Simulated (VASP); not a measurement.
# H3C18N in VASP: notebook

H3C18N is run at these levels: PBEsol; tasks: single point.

Program: VASP 6.6.1. These are calculated values, not measurements. Logs are shortened: lines on timing, memory, paths and dates and some standing lists are left out, and cuts for length are marked.

## Step 1: The cell of the first run

The cell holds a slab with vacuum, 22 atoms: a = 7.398 Å, b = 7.398 Å, c = 13.000 Å, α = 90.00°, β = 90.00°, γ = 120.00°.

## Step 2: Single point, PBEsol

Input file INCAR:

```
SYSTEM = H3C18N
ALGO     = Normal         ! electronic algorithm
EDIFF    = 1E-7           ! SCF threshold, eV
ENCUT    = 520            ! plane-wave cutoff, eV
GGA      = PS             ! functional
ISIF     = 2              ! what is computed and relaxed
ISMEAR   = 0              ! smearing method
LASPH    = .TRUE.         ! aspherical terms in the spheres
LCHARG   = .FALSE.        ! write CHGCAR
LREAL    = Auto         
LWAVE    = .FALSE.        ! write WAVECAR
NBANDS   = 57             ! bands
NELM     = 100            ! most SCF steps
PREC     = Accurate       ! precision mode
SIGMA    = 0.02           ! smearing width, eV
```

Input file KPOINTS:

```
k-points
0
G
  2 2 1
  0 0 0
```

Input file POSCAR:

```
H3C18N
1.0
    7.3980000000      0.0000000000      0.0000000000
   -3.6990000000      6.4068560000      0.0000000000
    0.0000000000      0.0000000000     13.0000000000
C N H
18 1 3
Direct
   -0.0072010684     -0.0040347403      0.0484610769
    0.2174762534      0.1082825960      0.0485306923
   -0.0058533977      0.3316562757      0.0485365385
    0.2160713256      0.4425989908      0.0485648462
   -0.0048573045      0.6635638447      0.0483893077
    0.2150916196      0.7735925390      0.0484784615
    0.3274463906     -0.0017517172      0.0485379231
    0.5493832855      0.1092637325      0.0485658462
    0.3284104532      0.3302396683      0.0485733077
    0.5484516964      0.4402037442      0.0485558462
    0.3260272392      0.6626111153      0.0485698462
    0.5507273394      0.7749759008      0.0485969231
    0.6617464095     -0.0030440828      0.0485804615
    0.8818111223      0.1069666620      0.0485430000
    0.6594787411      0.3292845976      0.0485467692
    0.8841655296      0.4416706104      0.0484734615
    0.6608206069      0.6649394024      0.0485205385
    0.8828557902      0.7759208261      0.0483970769
    0.8447888016      0.7265938239      0.3237056154
    0.7257468441      0.6125066647      0.3660155385
    0.8934391558      0.8631356784      0.3629901538
    0.7787209750      0.7397709579      0.2569443846
```

Potentials or basis: VASP PAW PBE potentials, release 64 (C, N, H).

Run with:

```sh
cat potpaw_PBE.64/C/POTCAR potpaw_PBE.64/N/POTCAR potpaw_PBE.64/H/POTCAR > POTCAR
mpirun -np 1 vasp_std > vasp.out
```

OUTCAR:

```text
SYSTEM = H3C18N
   EDIFF = 1E-7
   ENCUT = 520
   GGA = PS
   ISIF = 2
   ISMEAR = 0
   LASPH = .TRUE.
   LREAL = Auto
   NELM = 100
   PREC = Accurate

 ion  position               nearest neighbor table
   1  0.993  0.996  0.048-  18 1.41  14 1.42   2 1.44
   2  0.217  0.108  0.049-   7 1.41   9 1.42   1 1.44
   3  0.994  0.332  0.049-  16 1.41   4 1.42  14 1.44
   4  0.216  0.443  0.049-  11 1.41   3 1.42   9 1.44
   5  0.995  0.664  0.048-   6 1.41  16 1.42  18 1.44
   6  0.215  0.774  0.048-   5 1.41  11 1.42   7 1.44
[... 11 lines left out ...]
  18  0.883  0.776  0.048-   1 1.41  17 1.42   5 1.44
  19  0.845  0.727  0.324-  21 1.02  20 1.02  22 1.02
  20  0.726  0.613  0.366-  19 1.02
  21  0.893  0.863  0.363-  19 1.02
  22  0.779  0.740  0.257-  19 1.02

  LATTYP: Found a hexagonal cell.
 ALAT       =     7.3980000000
 C/A-ratio  =     1.7572316842

  Lattice vectors:

 A1 = (   7.3980000000,   0.0000000000,   0.0000000000)
 A2 = (  -3.6990000000,   6.4068560000,   0.0000000000)
 A3 = (   0.0000000000,   0.0000000000,  13.0000000000)

Analysis of symmetry for initial positions (statically):
=====================================================================
 Subroutine PRICEL returns:
 Original cell was already a primitive cell.

 Routine SETGRP: Setting up the symmetry group for a
 hexagonal supercell.

 Subroutine GETGRP returns: Found  1 space group operations
 (whereof  1 operations were pure point group operations)
 out of a pool of 24 trial point group operations.

The static configuration has the point symmetry C_1 .

Analysis of symmetry for dynamics (positions and initial velocities):
=====================================================================
 Subroutine PRICEL returns:
 Original cell was already a primitive cell.

 Routine SETGRP: Setting up the symmetry group for a
 hexagonal supercell.

 Subroutine GETGRP returns: Found  1 space group operations
 (whereof  1 operations were pure point group operations)
 out of a pool of 24 trial point group operations.

The dynamic configuration has the point symmetry C_1 .

 Subroutine INISYM returns: Found  1 space group operations
 (whereof  1 operations are pure point group operations),
 and found     1 'primitive' translations

[... 115 lines left out ...]
   EDIFFG = 0.1E-05   stopping-criterion for IOM
   NSW    =      0    number of steps for IOM
   IBRION =     -1    ionic relax: 0-MD 1-quasi-New 2-CG
   NFREE  =      0    steps in history (QN), initial steepest desc. (CG)
   ISIF   =      2    stress and relaxation
   ISYM   =      2    0-nonsym 1-usesym 2-fastsym
   POTIM  = 0.5000    time-step for ionic-motion
   TEBEG  =    0.0;   TEEND  =   0.0 temperature during run
   PSTRESS=    0.0 pullay stress
   NELECT =      80.0000    total number of electrons
   NUPDOWN=      -1.0000    fix difference up-down
   EMIN   =  10.00;   EMAX   =-10.00  energy-range for DOS
   EFERMI =   0.00;   METHOD = LEGACY
   ISMEAR =     0;   SIGMA  =   0.02  broadening in eV -4-tet -1-fermi 0-gaus
   EFERMI_NEDOS =   21; number of points for ismear=-14 and -15
   IALGO  =     38    algorithm
   IMIX   =      4    mixing-type and parameters
     AMIX     =   0.40;   BMIX     =  1.00
     AMIX_MAG =   1.60;   BMIX_MAG =  1.00
  volume/ion in A,a.u.               =      28.01       189.01
  Fermi-wavevector in a.u.,A,eV,Ry     =   0.828967  1.566521  9.349739  0.687186
  Thomas-Fermi vector in A             =   1.941434
   LORBIT       =      0    0 simple, 1 ext, 2 COOP (PROOUT), +10 PAW based schemes
   GGA     = PS    functional components
   LHFCALC =     F    Hartree Fock is set to
   AEXX    =    0.0000 exact exchange contribution
   IVDW    =     0    specifies the selected vdW correction
   LEPSILON=     F    determine dielectric tensor
   LRPA    =     F    only Hartree local field effects (RPA)
 non-spin polarized calculation
 Gauss-broadening in eV      SIGMA  =   0.02
  energy-cutoff  :      520.00
  volume of cell :      616.17
 maximum number of plane-waves:     16651
 NGX is ok and might be reduce to    56
   NGX = 27   NGY = 27   NGZ = 49

 number of electron      80.0000002 magnetization

 Free energy of the ion-electron system (eV)
  ---------------------------------------------------
  ext. energy  EPLUGINS =         0.00000000
  ---------------------------------------------------
  free energy    TOTEN  =      -192.70307134 eV

  energy without entropy =     -192.70307134  energy(sigma->0) =     -192.70307134

 E-fermi :  -1.8067     XC(G=0):  -3.9003

 val. band max:       -1.9273385949   @ k =   0.0000   0.0000   0.0000
 cond. band min:      -1.7150001246   @ k =   0.0000   0.0000   0.0000
 fundamental gap:      0.2123384703
 Fermi energy:        -1.8067186488

 k-point     1 :       0.0000    0.0000    0.0000
  band No.  band energies     occupation
      1     -21.3058      2.00000
      2     -18.8073      2.00000
      3     -18.7878      2.00000
      4     -18.7130      2.00000
      5     -18.7052      2.00000
      6     -18.6516      2.00000
[... 209 lines left out ...]
     51       3.7274      0.00000
     52       3.9885      0.00000
 [bands above 52 left out]

------------------------ aborting loop because EDIFF is reached ----------------------------------------

  FORCE on cell =-STRESS in cart. coord.  units (eV):
  Direction    XX          YY          ZZ          XY          YZ          ZX
  --------------------------------------------------------------------------------------
  -------------------------------------------------------------------------------------
  Total       -1.9851023     -1.9238493     -0.1245555      0.0065448     -0.0010804      0.0118464
  in kB       -5.1616770     -5.0024067     -0.3238701      0.0170180     -0.0028094      0.0308032
  external PRESSURE =      -3.4959846 kB  Pullay stress =       0.0000000 kB

 VOLUME and BASIS-vectors are now :
 -----------------------------------------------------------------------------
  energy-cutoff  :      520.00
  volume of cell :      616.17
      direct lattice vectors                 reciprocal lattice vectors
     7.398000000  0.000000000  0.000000000     0.135171668  0.078041398  0.000000000
    -3.699000000  6.406856000  0.000000000     0.000000000  0.156082796  0.000000000
     0.000000000  0.000000000 13.000000000     0.000000000  0.000000000  0.076923077

 POSITION                                       TOTAL-FORCE (eV/Angst)
 -----------------------------------------------------------------------------------
      3.66065      6.38101      0.62999        -0.000779      0.017240      0.003957
      1.20835      0.69375      0.63090        -0.011036      0.008681     -0.004172
      6.12790      2.12487      0.63098         0.009096      0.004112      0.000553
     -0.03868      2.83567      0.63134        -0.007864     -0.014514      0.000223
      4.90754      4.25136      0.62906        -0.004477     -0.014018      0.003029
     -1.27027      4.95630      0.63022         0.008451      0.001675      0.000391
[... 14 lines left out ...]
      3.41692      5.52999      4.71887         0.016862      0.022936      0.015237
      3.02456      4.73961      3.34028         0.003085     -0.005534     -0.029598
 -----------------------------------------------------------------------------------
    total drift:                                0.028350      0.024923     -0.058207

  FREE ENERGIE OF THE ION-ELECTRON SYSTEM (eV)
  ---------------------------------------------------
  free  energy   TOTEN  =      -192.7030713384 eV

  energy  without entropy=     -192.7030713384  energy(sigma->0) =     -192.70307134
```

OSZICAR:

```text
N       E                     dE             d eps       ncg     rms          rms(c)
DAV:   1     0.631904417241E+03    0.63190E+03   -0.31651E+04   464   0.111E+03
DAV:   2    -0.104691516872E+03   -0.73660E+03   -0.70541E+03   677   0.269E+02
DAV:   3    -0.203911215872E+03   -0.99220E+02   -0.98583E+02   560   0.103E+02
[... 16 lines left out ...]
DAV:  20    -0.192703066383E+03   -0.72185E-05   -0.46469E-07   456   0.152E-03    0.428E-04
DAV:  21    -0.192703069331E+03   -0.29475E-05   -0.19396E-07   424   0.969E-04    0.221E-04
DAV:  22    -0.192703071018E+03   -0.16868E-05   -0.11647E-07   407   0.706E-04    0.119E-04
DAV:  23    -0.192703071302E+03   -0.28477E-06   -0.25840E-08   344   0.381E-04    0.114E-04
DAV:  24    -0.192703071338E+03   -0.35941E-07   -0.43867E-09   368   0.227E-04
   1 F= -.19270307E+03 E0= -.19270307E+03  d E =-.227382E-11
```

stdout:

```text
POSCAR found type information on POSCAR C N H
 POSCAR found :  3 types and      22 ions
 scaLAPACK will be used
 -----------------------------------------------------------------------------
|                                                                             |
|                                                                             |
|     You enforced a specific xc type in the INCAR file but a different       |
|     I HOPE YOU KNOW WHAT YOU ARE DOING!                                     |
|                                                                             |
 -----------------------------------------------------------------------------

 LDA part: xc-table for (Slater+PW92), standard interpolation
 POSCAR, INCAR and KPOINTS ok, starting setup
 FFT: planning ... GRIDC
 FFT: planning ... GRID_SOFT
 FFT: planning ... GRID
 WAVECAR not read
 entering main loop
```

Wall time 3.5 min (1 thread of AMD EPYC 9R45 (Zen 5), shared host); peak memory 0.61 GiB.

What came out:

- Free energy: -192.7031 eV
- Largest force: 0.034 eV/Å
- Band gap on the k mesh: 0.21 eV

Forces on the atoms (eV/Å):
```
C   -0.001  0.017  0.004
C   -0.011  0.009 -0.004
C    0.009  0.004  0.001
C   -0.008 -0.015  0.000
C   -0.004 -0.014  0.003
C    0.008  0.002  0.000
C    0.012  0.001  0.001
C   -0.004 -0.011  0.001
C   -0.005 -0.013 -0.001
C    0.016 -0.002  0.001
C   -0.007  0.008 -0.004
C   -0.009  0.014 -0.002
C   -0.011 -0.009 -0.005
C    0.013  0.011  0.002
C   -0.001  0.016 -0.005
C   -0.006  0.013  0.001
C    0.018 -0.007  0.002
C   -0.002 -0.018 -0.007
N   -0.032  0.006  0.011
H    0.004 -0.028  0.014
H    0.017  0.023  0.015
H    0.003 -0.006 -0.030
```

Caveat: the k points lie up to 0.49 Å⁻¹ apart; there is no dipole correction, which matters where the two faces differ; semilocal functionals underestimate gaps, and a narrow one can read as zero; the PAW data sets were made with another functional, which shifts forces and pressure a little.

## Step 3: Single point, PBEsol

Input file INCAR:

```
SYSTEM = H3C18N
PREC = Accurate
ENCUT = 520
EDIFF = 1E-7
ISMEAR = 0
SIGMA = 0.02
LREAL = Auto
LASPH = .TRUE.
NELM = 100
ALGO = Normal
ISIF = 2
LWAVE = .FALSE.
LCHARG = .TRUE.
GGA = PS
LELF = .TRUE.
LVHAR = .TRUE.
NBANDS = 57
```

Input file KPOINTS:

```
regular mesh
0
G
  2 2 1
  0 0 0
```

Input file POSCAR:

```
H3C18N
1.0
    7.3980000000      0.0000000000      0.0000000000
   -3.6990000000      6.4068560000      0.0000000000
    0.0000000000      0.0000000000     13.0000000000
C N H
18 1 3
Direct
   -0.0076260963     -0.0036450015      0.0485930000
    0.2172811329      0.1087739447      0.0486677692
   -0.0055320002      0.3316445695      0.0486908462
    0.2151144434      0.4419471891      0.0487108462
   -0.0056878951      0.6627845233      0.0485295385
    0.2152993395      0.7733326611      0.0486234615
    0.3277564486     -0.0017793439      0.0486801538
    0.5484092529      0.1086000684      0.0487062308
    0.3275598067      0.3294505136      0.0487135385
    0.5486327038      0.4399426177      0.0486983077
    0.3255891900      0.6629921134      0.0487039231
    0.5505107027      0.7754588210      0.0487220000
    0.6608851748     -0.0038419780      0.0487149231
    0.8820040610      0.1067050672      0.0486869231
    0.6590107629      0.3296546699      0.0486833846
    0.8839486311      0.4421627394      0.0486139231
    0.6611035260      0.6649102149      0.0486540769
    0.8818643730      0.7752448315      0.0485268462
    0.9032933118      0.7850048448      0.3232510000
    0.7857313972      0.6662843679      0.3641918462
    0.9445889967      0.9189338733      0.3635715385
    0.8372329768      0.7966078838      0.2561433846
```

Potentials or basis: VASP PAW PBE potentials, release 64 (C, N, H).

Run with:

```sh
cat potpaw_PBE.64/C/POTCAR potpaw_PBE.64/N/POTCAR potpaw_PBE.64/H/POTCAR > POTCAR
mpirun -np 1 vasp_std > vasp.out
```

OUTCAR:

```text
SYSTEM = H3C18N
   PREC = Accurate
   ENCUT = 520
   EDIFF = 1E-7
   ISMEAR = 0
   LREAL = Auto
   LASPH = .TRUE.
   NELM = 100
   ISIF = 2
   GGA = PS

 ion  position               nearest neighbor table
   1  0.992  0.996  0.049-  14 1.41  18 1.42   2 1.44
   2  0.217  0.109  0.049-   9 1.41   7 1.42   1 1.44
   3  0.994  0.332  0.049-   4 1.41  16 1.42  14 1.44
   4  0.215  0.442  0.049-   3 1.41  11 1.42   9 1.44
   5  0.994  0.663  0.049-  16 1.41   6 1.42  18 1.44
   6  0.215  0.773  0.049-  11 1.41   5 1.42   7 1.44
[... 11 lines left out ...]
  18  0.882  0.775  0.049-  17 1.41   1 1.42   5 1.44
  19  0.903  0.785  0.323-  21 1.02  20 1.02  22 1.02
[... 442 lines left out ...]
  Total       -1.9866571     -1.9267580     -0.1213112     -0.0000655      0.0068610      0.0088527
  in kB       -5.1657200     -5.0099697     -0.3154342     -0.0001703      0.0178399      0.0230188
  external PRESSURE =      -3.4970413 kB  Pullay stress =       0.0000000 kB

 VOLUME and BASIS-vectors are now :
 -----------------------------------------------------------------------------
  energy-cutoff  :      520.00
  volume of cell :      616.17
      direct lattice vectors                 reciprocal lattice vectors
     7.398000000  0.000000000  0.000000000     0.135171668  0.078041398  0.000000000
    -3.699000000  6.406856000  0.000000000     0.000000000  0.156082796  0.000000000
     0.000000000  0.000000000 13.000000000     0.000000000  0.000000000  0.076923077

 POSITION                                       TOTAL-FORCE (eV/Angst)
 -----------------------------------------------------------------------------------
      3.65607      6.38350      0.63171         0.007999      0.008817      0.003643
      1.20509      0.69690      0.63268        -0.006501     -0.002050     -0.004206
      6.13032      2.12480      0.63298        -0.003491     -0.002701     -0.000480
     -0.04335      2.83149      0.63324        -0.000277     -0.007017     -0.000918
      4.90428      4.24636      0.63088        -0.005762     -0.009577      0.004022
     -1.26777      4.95463      0.63210         0.000795      0.005966     -0.001095
[... 14 lines left out ...]
      3.58893      5.88748      4.72643         0.013403      0.025773      0.014092
      3.24720      5.10375      3.32986         0.006324     -0.000268     -0.029770
 -----------------------------------------------------------------------------------
    total drift:                                0.019820      0.003747     -0.056989

  FREE ENERGIE OF THE ION-ELECTRON SYSTEM (eV)
  ---------------------------------------------------
  free  energy   TOTEN  =      -192.7034742223 eV

  energy  without entropy=     -192.7034742223  energy(sigma->0) =     -192.70347422
```

stdout:

```text
POSCAR found type information on POSCAR C N H
 POSCAR found :  3 types and      22 ions
 scaLAPACK will be used
 -----------------------------------------------------------------------------
|                                                                             |
|                                                                             |
|     You enforced a specific xc type in the INCAR file but a different       |
|     I HOPE YOU KNOW WHAT YOU ARE DOING!                                     |
|                                                                             |
 -----------------------------------------------------------------------------

 LDA part: xc-table for (Slater+PW92), standard interpolation
 POSCAR, INCAR and KPOINTS ok, starting setup
 FFT: planning ... GRIDC
 FFT: planning ... GRID_SOFT
 FFT: planning ... GRID
 WAVECAR not read
 entering main loop
```

Run time: 3.6 min. Hardware: 1 thread of AMD EPYC 9R45 (Zen 5), shared host; peak memory 0.61 GiB.

What came out:

- Free energy: -192.7035 eV
- Largest force: 0.034 eV/Å
- Band gap on the k mesh: 0.22 eV

Forces on the atoms (eV/Å):
```
C    0.008  0.009  0.004
C   -0.007 -0.002 -0.004
C   -0.003 -0.003  0.000
C    0.000 -0.007 -0.001
C   -0.006 -0.010  0.004
C    0.001  0.006 -0.001
C    0.000 -0.004  0.000
C    0.005 -0.008  0.000
C   -0.007 -0.004  0.000
C    0.004  0.009 -0.003
C    0.002  0.005 -0.002
C   -0.008 -0.001 -0.001
C   -0.007  0.002 -0.005
C    0.002  0.017  0.003
C    0.009  0.009 -0.004
C   -0.004  0.001  0.002
C    0.004 -0.009  0.000
C    0.012 -0.010 -0.003
N   -0.032  0.003  0.013
H    0.008 -0.027  0.015
H    0.013  0.026  0.014
H    0.006  0.000 -0.030
```

Levels at points of the mesh, in eV from the valence-band top:
| k point | band 37 | band 38 | band 39 | band 40 | band 41 | band 42 | band 43 | band 44 |
| --- | --- | --- | --- | --- | --- | --- | --- | --- |
| (0.00, 0.00, 0.00) | -2.90 | -1.68 | 0.00 | 0.00 | 0.22 | 0.22 | 3.15 | 4.18 |
| (0.50, 0.00, 0.00) | -2.54 | -2.53 | -2.26 | -1.68 | 1.76 | 2.58 | 2.59 | 2.65 |
| (0.00, 0.50, 0.00) | -2.54 | -2.52 | -2.26 | -1.68 | 1.76 | 2.58 | 2.60 | 2.65 |
| (0.50, 0.50, 0.00) | -2.54 | -2.53 | -2.26 | -1.68 | 1.76 | 2.59 | 2.59 | 2.64 |

Caveat: the k points lie up to 0.49 Å⁻¹ apart; there is no dipole correction, which matters where the two faces differ; semilocal functionals underestimate gaps, and a narrow one can read as zero; the PAW data sets were made with another functional, which shifts forces and pressure a little.
